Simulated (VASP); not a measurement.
# Pb (P6_3/mmc) in VASP: notebook

Runs on Pb. Level: r2SCAN. Tasks: single point.

Program: VASP 6.6.1. These are calculated values, not measurements. Logs are shortened: lines on timing, memory, paths and dates and some standing lists are left out, and cuts for length are marked.

### 1 The cell of the first run

It takes space group P6_3/mmc (No. 194, hexagonal). Conventional cell: a = 3.503 Å, b = 3.503 Å, c = 11.453 Å, α = 90.00°, β = 90.00°, γ = 120.00°. Pb (site symmetry -3m) has 12 Pb at 3.50 to 3.51 Å within 4.6 Å. Within 4.6 Å of Pb (site symmetry -6m2) lie 12 Pb at 3.50 to 3.51 Å.

### 2 Single point, r2SCAN

File POSCAR:

```
Pb
1.0
    3.5031005323      0.0000000000      0.0000000000
   -1.7515502661      3.0337740530      0.0000000000
    0.0000000000      0.0000000000     11.4531006384
Pb
4
Direct
    0.0000000000      0.0000000000      0.0000000000
    0.3333333333      0.6666666667      0.2500000000
    0.0000000000      0.0000000000      0.5000000000
    0.6666666667      0.3333333333      0.7500000000
```

File INCAR.step1:

```
  PREC = Accurate
  ENCUT = 520
  ISMEAR = 0
  SIGMA = 0.1
  LREAL = False
  LASPH = True
  NELM = 80
  NBANDS = 36
  GGA = PE
  ALGO = Normal
  EDIFF = 1E-4
  LWAVE = True
  LCHARG = False
```

File INCAR.step2:

```
  PREC = Accurate
  ENCUT = 520
  EDIFF = 1E-7
  ISMEAR = 0
  SIGMA = 0.1
  LREAL = False
  LASPH = True
  NELM = 80
  ALGO = Normal
  ISIF = 2
  LWAVE = False
  LCHARG = True
  METAGGA = R2SCAN
  LMIXTAU = True
  LELF = True
  LVHAR = True
  NBANDS = 36
  ISTART = 1
```

File KPOINTS:

```
regular mesh
0
Gamma
  12 12 4
```

Potentials or basis: VASP PAW PBE potentials, release 64 (Pb_d).

On the command line:

```
cat potpaw_PBE.64/Pb_d/POTCAR > POTCAR
cp INCAR.step1 INCAR
mpirun -np 1 vasp_std > vasp.out
cp INCAR.step2 INCAR
mpirun -np 1 vasp_std > vasp.out
```

OUTCAR:

```text
PREC = Accurate
   ENCUT = 520
   EDIFF = 1E-7
   ISMEAR = 0
   LREAL = False
   LASPH = True
   NELM = 80
   ISIF = 2
   METAGGA = R2SCAN
   ISTART = 1

 ion  position               nearest neighbor table
   1  0.000  0.000  0.000-   2 3.51   4 3.51   2 3.51   4 3.51   4 3.51   2 3.51
   2  0.333  0.667  0.250-   1 3.51   3 3.51   1 3.51   3 3.51   1 3.51   3 3.51
   3  0.000  0.000  0.500-   2 3.51   4 3.51   2 3.51   4 3.51   4 3.51   2 3.51
   4  0.667  0.333  0.750-   1 3.51   3 3.51   1 3.51   3 3.51   1 3.51   3 3.51

  LATTYP: Found a hexagonal cell.
 ALAT       =     3.5031005323
 C/A-ratio  =     3.2694182005

  Lattice vectors:

 A1 = (   3.5031005323,   0.0000000000,   0.0000000000)
 A2 = (  -1.7515502661,   3.0337740530,   0.0000000000)
 A3 = (   0.0000000000,   0.0000000000,  11.4531006384)

Analysis of symmetry for initial positions (statically):
=====================================================================
 Subroutine PRICEL returns:
 Original cell was already a primitive cell.

 Routine SETGRP: Setting up the symmetry group for a
 hexagonal supercell.

 Subroutine GETGRP returns: Found 24 space group operations
 (whereof 12 operations were pure point group operations)
 out of a pool of 24 trial point group operations.

The static configuration has the point symmetry D_3d.
 The point group associated with its full space group is D_6h.

Analysis of symmetry for dynamics (positions and initial velocities):
=====================================================================
 Subroutine PRICEL returns:
 Original cell was already a primitive cell.

 Routine SETGRP: Setting up the symmetry group for a
 hexagonal supercell.

 Subroutine GETGRP returns: Found 24 space group operations
 (whereof 12 operations were pure point group operations)
 out of a pool of 24 trial point group operations.

The dynamic configuration has the point symmetry D_3d.
 The point group associated with its full space group is D_6h.

 Subroutine INISYM returns: Found 24 space group operations
 (whereof 12 operations are pure point group operations),
 and found     1 'primitive' translations

----------------------------------------------------------------------------------------

                                     Primitive cell

  volume of cell :     121.7191

  direct lattice vectors                    reciprocal lattice vectors
     3.503100532  0.000000000  0.000000000     0.285461405  0.164811219  0.000000000
    -1.751550266  3.033774053  0.000000000     0.000000000  0.329622438  0.000000000
     0.000000000  0.000000000 11.453100638     0.000000000  0.000000000  0.087312600

  length of vectors
     3.503100532  3.503100532 11.453100638     0.329622438  0.329622438  0.087312600

  position of ions in fractional coordinates (direct lattice)
     0.000000000  0.000000000  0.000000000
     0.333333333  0.666666667  0.250000000
     0.000000000  0.000000000  0.500000000
     0.666666667  0.333333333  0.750000000

  ion indices of the primitive-cell ions
   primitive index   ion index
                 1           1
                 2           2
                 3           3
                 4           4

----------------------------------------------------------------------------------------

 KPOINTS: regular mesh

Automatic generation of k-mesh.
 Grid dimensions read from file:
 generate k-points for:   12   12    4

 Generating k-lattice:

  Cartesian coordinates                     Fractional coordinates (reciprocal lattice)
     0.023788450  0.013734268  0.000000000     0.083333333  0.000000000  0.000000000
     0.000000000  0.027468537  0.000000000     0.000000000  0.083333333  0.000000000
     0.000000000  0.000000000  0.021828150     0.000000000  0.000000000  0.250000000

  Length of vectors
     0.027468537  0.027468537  0.021828150

  Shift w.r.t. Gamma in fractional coordinates (k-lattice)
     0.000000000  0.000000000  0.000000000

 Subroutine IBZKPT returns following result:
 ===========================================

 Found     57 irreducible k-points:

 Following reciprocal coordinates:
            Coordinates               Weight
  0.000000  0.000000  0.000000      1.000000
  0.083333 -0.000000  0.000000      6.000000
  0.166667 -0.000000  0.000000      6.000000
  0.250000 -0.000000  0.000000      6.000000
  0.333333  0.000000  0.000000      6.000000
  0.416667  0.000000  0.000000      6.000000
[... 16 lines left out ...]
  0.250000 -0.000000  0.250000     12.000000
  0.333333  0.000000  0.250000     12.000000
 [... further k-points ...]
   k-points           NKPTS =     57   k-points in BZ     NKDIM =     57   number of bands    NBANDS=     36
   number of dos      NEDOS =    301   number of ions     NIONS =      4
   total plane-waves  NPLWV =  70560
   dimension x,y,z NGX =    28 NGY =   28 NGZ =   90
   dimension x,y,z NGXF=    56 NGYF=   56 NGZF=  180
   ions per type =               4
   NGX,Y,Z   is equivalent  to a cutoff of  13.29, 13.29, 13.06 a.u.
   NGXF,Y,Z  is equivalent  to a cutoff of  26.58, 26.58, 26.13 a.u.
 SYSTEM =  unknown system
   PREC   = accura    normal or accurate (medium, high low for compatibility)
   ISTART =      1    job   : 0-new  1-cont  2-samecut
   ICHARG =      0    charge: 1-file 2-atom 10-const
   ISPIN  =      1    spin polarized calculation?
   LNONCOLLINEAR =      F non collinear calculations
   LSORBIT =      F    spin-orbit coupling
   LASPH  =      T    aspherical Exc in radial PAW
   ENCUT  =  520.0 eV  38.22 Ry    6.18 a.u.   6.51  6.51 21.30*2*pi/ulx,y,z
   NELM   =     80;   NELMIN=  2; NELMDL=  0     # of ELM steps
   EDIFF  = 0.1E-06   stopping-criterion for ELM
   LREAL  =      F    real-space projection
   EDIFFG = 0.1E-05   stopping-criterion for IOM
   NSW    =      0    number of steps for IOM
   IBRION =     -1    ionic relax: 0-MD 1-quasi-New 2-CG
   NFREE  =      0    steps in history (QN), initial steepest desc. (CG)
   ISIF   =      2    stress and relaxation
   ISYM   =      2    0-nonsym 1-usesym 2-fastsym
   POTIM  = 0.5000    time-step for ionic-motion
   TEBEG  =    0.0;   TEEND  =   0.0 temperature during run
   PSTRESS=    0.0 pullay stress
   NELECT =      56.0000    total number of electrons
   NUPDOWN=      -1.0000    fix difference up-down
   EMIN   =  10.00;   EMAX   =-10.00  energy-range for DOS
   EFERMI =   0.00;   METHOD = LEGACY
   ISMEAR =     0;   SIGMA  =   0.10  broadening in eV -4-tet -1-fermi 0-gaus
   EFERMI_NEDOS =   21; number of points for ismear=-14 and -15
   IALGO  =     38    algorithm
   IMIX   =      4    mixing-type and parameters
     AMIX     =   0.40;   BMIX     =  1.00
     AMIX_MAG =   1.60;   BMIX_MAG =  1.00
  volume/ion in A,a.u.               =      30.43       205.35
  Fermi-wavevector in a.u.,A,eV,Ry     =   1.263818  2.388270 21.731714  1.597236
  Thomas-Fermi vector in A             =   2.397155
   LORBIT       =      0    0 simple, 1 ext, 2 COOP (PROOUT), +10 PAW based schemes
   METAGGA = R2SCAN    functional components
   LHFCALC =     F    Hartree Fock is set to
   AEXX    =    0.0000 exact exchange contribution
   IVDW    =     0    specifies the selected vdW correction
   LEPSILON=     F    determine dielectric tensor
   LRPA    =     F    only Hartree local field effects (RPA)
 non-spin polarized calculation
 Gauss-broadening in eV      SIGMA  =   0.10
  energy-cutoff  :      520.00
  volume of cell :      121.72
 maximum number of plane-waves:      3343
 NGX is ok and might be reduce to    28
   NGX = 13   NGY = 13   NGZ = 43

 number of electron      56.0000011 magnetization

 Free energy of the ion-electron system (eV)
  ---------------------------------------------------
  ext. energy  EPLUGINS =         0.00000000
  ---------------------------------------------------
  free energy    TOTEN  =      -225.08383336 eV

  energy without entropy =     -225.07627927  energy(sigma->0) =     -225.08005632

 E-fermi :   7.2637     XC(G=0): -10.9068

 val. band max:        7.1735943958   @ k =   0.1667   0.1667   0.2500
 cond. band min:       7.2687739244   @ k =   0.4167   0.1667   0.0000
 fundamental gap:      0.0951795286
 Fermi energy:         7.2636949843

 k-point     1 :       0.0000    0.0000    0.0000
  band No.  band energies     occupation
      1     -10.5748      2.00000
      2     -10.5541      2.00000
      3     -10.5499      2.00000
      4     -10.5434      2.00000
      5     -10.5351      2.00000
      6     -10.5351      2.00000
[... 28 lines left out ...]
     35      14.8564      0.00000
     36      14.9254      0.00000

 k-point     2 :       0.0833   -0.0000    0.0000
  band No.  band energies     occupation
      1     -10.5686      2.00000
      2     -10.5589      2.00000
      3     -10.5486      2.00000
      4     -10.5394      2.00000
      5     -10.5341      2.00000
      6     -10.5340      2.00000
[... 28 lines left out ...]
     35      14.7873      0.00000
     36      14.9803      0.00000

 k-point     3 :       0.1667   -0.0000    0.0000
  band No.  band energies     occupation
      1     -10.5917      2.00000
      2     -10.5679      2.00000
      3     -10.5640      2.00000
      4     -10.5302      2.00000
      5     -10.5216      2.00000
      6     -10.5053      2.00000
[... 28 lines left out ...]
     35      14.2120      0.00000
     36      14.7732      0.00000

 k-point     4 :       0.2500   -0.0000    0.0000
  band No.  band energies     occupation
      1     -10.6292      2.00000
      2     -10.5883      2.00000
      3     -10.5869      2.00000
      4     -10.5338      2.00000
      5     -10.5328      2.00000
      6     -10.5052      2.00000
[... 28 lines left out ...]
     35      13.1119      0.00000
     36      14.1701      0.00000

 k-point     5 :       0.3333    0.0000    0.0000
  band No.  band energies     occupation
      1     -10.6649      2.00000
      2     -10.6147      2.00000
      3     -10.6049      2.00000
      4     -10.5664      2.00000
      5     -10.5536      2.00000
      6     -10.5220      2.00000
[... 655 lines left out ...]
 k-point    22 :       0.1667   -0.0000    0.2500
  band No.  band energies     occupation
      1     -10.5908      2.00000
      2     -10.5781      2.00000
      3     -10.5531      2.00000
      4     -10.5267      2.00000
      5     -10.5245      2.00000
      6     -10.5031      2.00000
[... 28 lines left out ...]
     35      13.8441      0.00000
     36      14.5524      0.00000

 k-point    23 :       0.2500   -0.0000    0.2500
  band No.  band energies     occupation
      1     -10.6270      2.00000
      2     -10.6054      2.00000
      3     -10.5685      2.00000
      4     -10.5341      2.00000
      5     -10.5223      2.00000
      6     -10.5089      2.00000
[... 28 lines left out ...]
     35      13.1148      0.00000
     36      13.9220      0.00000

 k-point    24 :       0.3333    0.0000    0.2500
  band No.  band energies     occupation
      1     -10.6611      2.00000
      2     -10.6316      2.00000
      3     -10.5867      2.00000
      4     -10.5585      2.00000
      5     -10.5492      2.00000
      6     -10.5252      2.00000
[... 28 lines left out ...]
     35      12.2082      0.00000
     36      13.2984      0.00000

 [... further k-points ...]
[... 5 lines left out ...]
  --------------------------------------------------------------------------------------
  -------------------------------------------------------------------------------------
  Total        0.7527114      0.7527114      0.7540775      0.0000000      0.0000000      0.0000000
  in kB        9.9078674      9.9078674      9.9258489      0.0000000      0.0000000      0.0000000
  external PRESSURE =       9.9138612 kB  Pullay stress =       0.0000000 kB

 VOLUME and BASIS-vectors are now :
 -----------------------------------------------------------------------------
  energy-cutoff  :      520.00
  volume of cell :      121.72
      direct lattice vectors                 reciprocal lattice vectors
     3.503100532  0.000000000  0.000000000     0.285461405  0.164811219  0.000000000
    -1.751550266  3.033774053  0.000000000     0.000000000  0.329622438  0.000000000
     0.000000000  0.000000000 11.453100638     0.000000000  0.000000000  0.087312600

 POSITION                                       TOTAL-FORCE (eV/Angst)
 -----------------------------------------------------------------------------------
      0.00000      0.00000      0.00000        -0.000000      0.000000     -0.000000
     -0.00000      2.02252      2.86328         0.000000     -0.000000     -0.000000
      0.00000      0.00000      5.72655        -0.000000      0.000000     -0.000000
      1.75155      1.01126      8.58983         0.000000      0.000000      0.000000
 -----------------------------------------------------------------------------------
    total drift:                                0.000000     -0.000000      0.000000

  FREE ENERGIE OF THE ION-ELECTRON SYSTEM (eV)
  ---------------------------------------------------
  free  energy   TOTEN  =      -225.0838333627 eV

  energy  without entropy=     -225.0762792686  energy(sigma->0) =     -225.08005632
```

Run time: 18 min. Hardware: 1 thread of Intel Xeon 6975P-C, shared host; peak memory 0.39 GiB.

Results:

```
Free energy            : -225.0838 eV
Pressure               : 1.0 GPa
Band gap on the k mesh : zero (band 28 reaches 13.03 eV, above the bottom of band 29 at 5.00 eV)
```

Levels at points of the mesh, in eV from the Fermi level:
```tsv
k point	band 24	band 25	band 26	band 27	band 28	band 29	band 30	band 31	band 32	band 33
(0.00, 0.00, 0.00)	-8.57	-4.44	0.72	0.73	5.70	5.70	6.54	6.54	6.58	6.58
(0.50, 0.00, 0.00)	-7.25	-4.27	-3.97	-2.51	-2.01	-0.09	0.79	2.05	3.46	3.47
(0.00, 0.00, 0.50)	-9.65	-2.70	-2.70	4.75	4.75	5.94	5.94	5.94	5.94	7.27
(0.50, 0.00, 0.50)	-7.55	-3.70	-3.70	-2.99	-2.99	1.31	1.31	2.42	2.42	2.98
```

Caveat: the PAW data sets were made with another functional, which shifts forces and pressure a little; spin-orbit coupling is left out, which moves the levels of the heavy elements.

[end of part 1 of 2]
